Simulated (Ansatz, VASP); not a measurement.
**Sn in VASP and in Ansatz**

```
Sn
1.0
     0.00000    3.28765    3.28765
     3.28765    0.00000    3.28765
     3.28765    3.28765    0.00000
Sn
2
Direct
  0.00000 0.00000 0.00000
  0.25000 0.25000 0.25000
```

Alike in both runs: functional PBE; dispersion D3(BJ); k mesh 12 × 12 × 12; occupations gaussian, width 0.1 eV; no spin polarisation.

Ansatz relaxed the structure, and its values are those at the end. VASP's run is a single point on that final structure, the one shown.

|  | VASP | Ansatz |
| --- | --- | --- |
| version | VASP 6.6.1 | Ansatz 0.2.0 |
| potentials or method | VASP PAW PBE potentials, release 64 (Sn_d), cutoff 520 eV | scalar-relativistic, plane waves, PAW |
| valence electrons in the cell | 28 | 28 |

Ansatz gave:

| Quantity | Value |
| --- | --- |
| gap on the k mesh at the Fermi level (eV) | none |
| pressure (GPa) | 0.0 |

Task: Which values does VASP return?

Result: gap on the k mesh at the Fermi level (eV): none; pressure (GPa): -0.1.

A gap of «none» marks a metal or a gap that the smearing closes.
